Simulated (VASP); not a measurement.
Here is a VASP 6.6.1 calculation.

The input POSCAR:

```
BP
1.0
    0.0000000000      2.2988586873      2.2988586873
    2.2988586873      0.0000000000      2.2988586873
    2.2988586873      2.2988586873      0.0000000000
P B
1 1
Direct
    0.7500000000      0.7500000000      0.7500000000
    0.0000000000      0.0000000000      0.0000000000
```

File INCAR.step1:

```
  PREC = Accurate
  ENCUT = 520
  EDIFF = 1E-5
  ISMEAR = -1
  SIGMA = 0.05
  LREAL = F
  LASPH = T
  NELM = 100
  ALGO = Normal
  ISIF = 2
  LWAVE = T
  LCHARG = F
  NBANDS = 11
  GGA = PE
```

INCAR.step2

```
  PREC = Accurate
  ENCUT = 520
  EDIFF = 1E-7
  ISMEAR = -1
  SIGMA = 0.05
  LREAL = F
  LASPH = T
  NELM = 100
  ALGO = Normal
  ISIF = 2
  LWAVE = F
  LCHARG = F
  GGA = PE
  LHFCALC = T
  AEXX = 0.25
  HFSCREEN = 0.3
  PRECFOCK = Normal
  NBANDS = 11
  ISTART = 1
```

File KPOINTS:

```
Automatic mesh
0
Gamma
  5 5 5
```

Potentials or basis: VASP PAW PBE potentials, release 64 (P, B).

The run is started by

```sh
$ cat potpaw_PBE.64/P/POTCAR potpaw_PBE.64/B/POTCAR > POTCAR
$ cp INCAR.step1 INCAR
$ mpirun -np 1 vasp_std > vasp.out
$ cp INCAR.step2 INCAR
$ mpirun -np 1 vasp_std > vasp.out
```

Task: Predict the band gap on the k mesh.

Result: 1.84 eV, indirect (least direct gap 4.09 eV).

Task: What does it give for the pressure?

Result: -7.6 GPa.

Caveat: the k points lie up to 0.47 Å⁻¹ apart; the PAW data sets were made with another functional, which shifts forces and pressure a little. A k mesh can miss the band edges.
